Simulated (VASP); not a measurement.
# SiNi (Pnma) in VASP: single point with PBE

Aim: the single point of SiNi with PBE.

Program: VASP 6.6.1. These are calculated values, not measurements. Logs are shortened: lines on timing, memory, paths and dates and some standing lists are left out, and cuts for length are marked.

## Step 1: The cell of the first run

Symmetry: Pnma, No. 62, orthorhombic system. The conventional cell has a = 5.146 Å, b = 3.385 Å, c = 5.611 Å, α = 90.00°, β = 90.00°, γ = 90.00°. Within 3.0 Å of Si (site symmetry m) lie 6 Ni at 2.29 to 2.41 Å and 2 Si at 2.68 Å. Within 3.0 Å of Ni (site symmetry m) lie 6 Si at 2.29 to 2.41 Å and 4 Ni at 2.66 to 2.71 Å.

## Step 2: Single point, PBE

The input, INCAR:

```
  ALGO = Normal
  EDIFF = 1E-6
  ENCUT = 520
  GGA = PE
  ISIF = 2
  ISMEAR = 1
  LASPH = T
  LCHARG = T
  LELF = T
  LREAL = F
  LVHAR = T
  LWAVE = F
  NBANDS = 38
  NELM = 80
  PREC = Accurate
  SIGMA = 0.1
```

The input, KPOINTS:

```
k-points
0
Gamma
  8 12 8
```

The input, POSCAR:

```
SiNi
1.0
    5.1457987201      0.0000000000      0.0000000000
    0.0000000000      3.3854314579      0.0000000000
    0.0000000000      0.0000000000      5.6114822153
Si Ni
4 4
Direct
    0.3210223586      0.7500000000      0.0848828753
    0.1789776414      0.2500000000      0.5848828753
    0.8210223586      0.7500000000      0.4151171247
    0.6789776414      0.2500000000      0.9151171247
    0.0082993993      0.2500000000      0.1885893289
    0.4917006007      0.7500000000      0.6885893289
    0.5082993993      0.2500000000      0.3114106711
    0.9917006007      0.7500000000      0.8114106711
```

Potentials or basis: VASP PAW PBE potentials, release 64 (Si, Ni).

Command:

```
cat potpaw_PBE.64/Si/POTCAR potpaw_PBE.64/Ni/POTCAR > POTCAR
mpirun -np 1 vasp_std > vasp.out
```

OUTCAR:

```text
EDIFF = 1E-6
   ENCUT = 520
   GGA = PE
   ISIF = 2
   ISMEAR = 1
   LASPH = T
   LREAL = F
   NELM = 80
   PREC = Accurate

 ion  position               nearest neighbor table
   1  0.321  0.750  0.085-   8 2.29   7 2.33   7 2.33   6 2.39   5 2.41   5 2.41   4 2.68   4 2.68

   2  0.179  0.250  0.585-   7 2.29   8 2.33   8 2.33   5 2.39   6 2.41   6 2.41   3 2.68   3 2.68

   3  0.821  0.750  0.415-   6 2.29   5 2.33   5 2.33   8 2.39   7 2.41   7 2.41   2 2.68   2 2.68

   4  0.679  0.250  0.915-   5 2.29   6 2.33   6 2.33   7 2.39   8 2.41   8 2.41   1 2.68   1 2.68

   5  0.008  0.250  0.189-   4 2.29   3 2.33   3 2.33   2 2.39   1 2.41   1 2.41   7 2.66   7 2.66
                             8 2.71   8 2.71
   6  0.492  0.750  0.689-   3 2.29   4 2.33   4 2.33   1 2.39   2 2.41   2 2.41   8 2.66   8 2.66
                             7 2.71   7 2.71
   7  0.508  0.250  0.311-   2 2.29   1 2.33   1 2.33   4 2.39   3 2.41   3 2.41   5 2.66   5 2.66
                             6 2.71   6 2.71
   8  0.992  0.750  0.811-   1 2.29   2 2.33   2 2.33   3 2.39   4 2.41   4 2.41   6 2.66   6 2.66
                             5 2.71   5 2.71

  LATTYP: Found a simple orthorhombic cell.
 ALAT       =     3.3854314579
 B/A-ratio  =     1.5199831348
 C/A-ratio  =     1.6575382739

  Lattice vectors:

 A1 = (   0.0000000000,  -3.3854314579,   0.0000000000)
 A2 = (   5.1457987201,   0.0000000000,   0.0000000000)
 A3 = (   0.0000000000,   0.0000000000,   5.6114822153)

Analysis of symmetry for initial positions (statically):
=====================================================================
 Subroutine PRICEL returns:
 Original cell was already a primitive cell.

 Routine SETGRP: Setting up the symmetry group for a
 simple orthorhombic supercell.

 Subroutine GETGRP returns: Found  8 space group operations
 (whereof  2 operations were pure point group operations)
 out of a pool of  8 trial point group operations.

The static configuration has the point symmetry S_2 .
 The point group associated with its full space group is D_2h.

Analysis of symmetry for dynamics (positions and initial velocities):
=====================================================================
 Subroutine PRICEL returns:
 Original cell was already a primitive cell.

 Routine SETGRP: Setting up the symmetry group for a
 simple orthorhombic supercell.

 Subroutine GETGRP returns: Found  8 space group operations
 (whereof  2 operations were pure point group operations)
 out of a pool of  8 trial point group operations.

The dynamic configuration has the point symmetry S_2 .
 The point group associated with its full space group is D_2h.

 Subroutine INISYM returns: Found  8 space group operations
[... 107 lines left out ...]
   ENCUT  =  520.0 eV  38.22 Ry    6.18 a.u.   9.57  6.29 10.43*2*pi/ulx,y,z
   NELM   =     80;   NELMIN=  2; NELMDL= -5     # of ELM steps
   EDIFF  = 0.1E-05   stopping-criterion for ELM
   LREAL  =      F    real-space projection
[... 7 lines left out ...]
   TEBEG  =    0.0;   TEEND  =   0.0 temperature during run
   PSTRESS=    0.0 pullay stress
   NELECT =      56.0000    total number of electrons
   NUPDOWN=      -1.0000    fix difference up-down
   EMIN   =  10.00;   EMAX   =-10.00  energy-range for DOS
   EFERMI =   0.00;   METHOD = LEGACY
   ISMEAR =     1;   SIGMA  =   0.10  broadening in eV -4-tet -1-fermi 0-gaus
   EFERMI_NEDOS =   21; number of points for ismear=-14 and -15
   IALGO  =     38    algorithm
   IMIX   =      4    mixing-type and parameters
     AMIX     =   0.40;   BMIX     =  1.00
     AMIX_MAG =   1.60;   BMIX_MAG =  1.00
  volume/ion in A,a.u.               =      12.22        82.46
  Fermi-wavevector in a.u.,A,eV,Ry     =   1.359636  2.569340 25.151872  1.848610
  Thomas-Fermi vector in A             =   2.486367
   LORBIT       =      0    0 simple, 1 ext, 2 COOP (PROOUT), +10 PAW based schemes
   GGA     = PE    functional components
   LHFCALC =     F    Hartree Fock is set to
   AEXX    =    0.0000 exact exchange contribution
   IVDW    =     0    specifies the selected vdW correction
   LEPSILON=     F    determine dielectric tensor
   LRPA    =     F    only Hartree local field effects (RPA)
 non-spin polarized calculation
 Methfessel and Paxton  Order N= 1 SIGMA  =   0.10
  energy-cutoff  :      520.00
  volume of cell :       97.76
 maximum number of plane-waves:      2656
 NGX is ok and might be reduce to    40
   NGX = 19   NGY = 13   NGZ = 21

 number of electron      55.9999987 magnetization

 Free energy of the ion-electron system (eV)
  ---------------------------------------------------
  ext. energy  EPLUGINS =         0.00000000
  ---------------------------------------------------
  free energy    TOTEN  =       -47.60024803 eV

  energy without entropy =      -47.60019843  energy(sigma->0) =      -47.60023150

 E-fermi :  10.2969     XC(G=0): -12.1681

 val. band max:       10.2807855224   @ k =   0.0000   0.4167   0.2500
 cond. band min:      10.3137270909   @ k =   0.2500   0.4167   0.2500
 fundamental gap:      0.0329415685
 Fermi energy:        10.2968868553

 k-point     1 :       0.0000    0.0000    0.0000
  band No.  band energies     occupation
      1      -2.6151      2.00000
      2       0.7363      2.00000
      3       1.9802      2.00000
      4       2.5844      2.00000
      5       3.8688      2.00000
      6       4.3442      2.00000
[... 973 lines left out ...]
     37      16.0901      0.00000
     38      17.0150      0.00000

 [... further k-points ...]
[... 5 lines left out ...]
  --------------------------------------------------------------------------------------
  -------------------------------------------------------------------------------------
  Total        0.0281141     -0.0557416      0.0255960     -0.0000000      0.0000000      0.0000000
  in kB        0.4607764     -0.9135778      0.4195066     -0.0000000      0.0000000      0.0000000
  external PRESSURE =      -0.0110983 kB  Pullay stress =       0.0000000 kB

 VOLUME and BASIS-vectors are now :
 -----------------------------------------------------------------------------
  energy-cutoff  :      520.00
  volume of cell :       97.76
      direct lattice vectors                 reciprocal lattice vectors
     5.145798720  0.000000000  0.000000000     0.194333291  0.000000000  0.000000000
     0.000000000  3.385431458  0.000000000     0.000000000  0.295383325  0.000000000
     0.000000000  0.000000000  5.611482215     0.000000000  0.000000000  0.178206036

 POSITION                                       TOTAL-FORCE (eV/Angst)
 -----------------------------------------------------------------------------------
      1.65192      2.53907      0.47632         0.001857      0.000000      0.001604
      0.92098      0.84636      3.28206        -0.001857      0.000000      0.001604
      4.22482      2.53907      2.32942         0.001857      0.000000     -0.001604
      3.49388      0.84636      5.13516        -0.001857      0.000000     -0.001604
      0.04271      0.84636      1.05827         0.012409     -0.000000     -0.001053
      2.53019      2.53907      3.86401        -0.012409     -0.000000     -0.001053
      2.61561      0.84636      1.74748         0.012409      0.000000      0.001053
      5.10309      2.53907      4.55322        -0.012409      0.000000      0.001053
 -----------------------------------------------------------------------------------
    total drift:                               -0.000000      0.000000      0.000000

  FREE ENERGIE OF THE ION-ELECTRON SYSTEM (eV)
  ---------------------------------------------------
  free  energy   TOTEN  =       -47.6002480301 eV

  energy  without entropy=      -47.6001984286  energy(sigma->0) =      -47.60023150
```

Wall time 8.4 min (1 thread of Intel Xeon Platinum 8259CL at 2.50GHz (Skylake/Cascade Lake), shared host); peak memory 0.56 GiB.

What came out:

* Free energy: -47.6002 eV
* Pressure: 0.0 GPa
* Largest force: 0.012 eV/Å
* Band gap on the k mesh: zero (bands 28 and 29 overlap by 1.81 eV)

Forces in eV/Å, atoms in the order of the input:
```
Si   0.002  0.000  0.002
Si  -0.002  0.000  0.002
Si   0.002  0.000 -0.002
Si  -0.002  0.000 -0.002
Ni   0.012  0.000 -0.001
Ni  -0.012  0.000 -0.001
Ni   0.012  0.000  0.001
Ni  -0.012  0.000  0.001
```

Levels at points of the mesh, in eV from the Fermi level:
```tsv
k point	band 25	band 26	band 27	band 28	band 29	band 30	band 31	band 32
(0.00, 0.00, 0.00)	-1.80	-1.17	-1.13	-0.92	0.64	1.25	3.29	3.78
(0.50, 0.00, 0.00)	-1.82	-1.82	1.05	1.05	1.05	1.05	3.60	3.60
(0.00, 0.50, 0.00)	-1.88	-1.88	-1.39	-1.39	-0.60	-0.60	1.98	1.98
(0.50, 0.50, 0.00)	-1.67	-1.67	-1.67	-1.67	0.44	0.44	0.44	0.44
(0.00, 0.00, 0.50)	-1.40	-1.40	-0.24	-0.24	0.88	0.88	3.20	3.20
(0.50, 0.00, 0.50)	-0.99	-0.99	0.78	0.78	2.26	2.26	2.70	2.70
(0.00, 0.50, 0.50)	-1.96	-1.96	-1.67	-1.67	0.17	0.17	1.26	1.26
(0.50, 0.50, 0.50)	-1.87	-1.87	-1.87	-1.87	2.51	2.51	2.51	2.51
```

Spin polarisation is off, so any magnetic state and its effect on volume and gap are missing.

The gap in the log of VASP goes by the Fermi energy; the results here count the filled bands.